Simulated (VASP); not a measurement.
Wanted: the native input for a VASP 6.6.1 run.

* Task: relaxation of cell and atoms
* Functional: PBE
* Potentials or basis: VASP PAW PBE potentials, release 64 (Sc_sv, Ru_pv)
* Cutoff: 600 eV
* k mesh: 8 × 8 × 8
* Occupations: gaussian, width 0.1 eV
* Spin: no spin polarisation
* Dipole correction: no
* Further INCAR settings: ALGO = Fast; EDIFF = 1e-07; IBRION = 2; EDIFFG = -0.01; NSW = 100; ISIF = 3

The structure of Sc2Ru lies in POSCAR:

```
Sc2Ru
1.0
    0.0000000000      3.8246013012      3.8246013012
    3.8246013012      0.0000000000      3.8246013012
    3.8246013012      3.8246013012      0.0000000000
Sc Ru
4 2
Direct
    0.1250000000      0.1250000000      0.1250000000
    0.6250000000      0.1250000000      0.1250000000
    0.1250000000      0.1250000000      0.6250000000
    0.1250000000      0.6250000000      0.1250000000
    0.5000000000      0.5000000000      0.5000000000
    0.7500000000      0.7500000000      0.7500000000
```

One way to write it, as run:

INCAR

```
PREC = Accurate
ENCUT = 600
EDIFF = 1E-7
ISMEAR = 0
SIGMA = 0.1
LREAL = False
LASPH = True
NELM = 100
ALGO = Fast
ISIF = 3
LWAVE = False
LCHARG = False
GGA = PE
IBRION = 2
NSW = 100
EDIFFG = -0.01
```

KPOINTS

```
regular mesh
0
Gamma
  8 8 8
```

Potentials or basis: VASP PAW PBE potentials, release 64 (Sc_sv, Ru_pv).

The run is started by

```console
$ cat potpaw_PBE.64/Sc_sv/POTCAR potpaw_PBE.64/Ru_pv/POTCAR > POTCAR
$ mpirun -np 1 vasp_std > vasp.out
```

Results of the run:

- Relaxed volume: 18.74 Å³/atom
- Relaxed cell: a = 5.418 Å, b = 5.418 Å, c = 5.418 Å, α = 60.00°, β = 60.00°, γ = 60.00°
- Space group after relaxing (to 0.1 Å): Fd-3m (No. 227)
- Energy gained by relaxing: 0.1 meV/atom
- Ionic steps: 3
- Pressure after relaxing: 0.0 GPa
- Band gap on the k mesh: zero (bands 36 and 37 overlap by 0.65 eV)

Wall time 10 min on 1 thread of Intel(R) Xeon(R) Platinum 8488C (Sapphire Rapids) (shared host), peak memory 0.41 GiB.
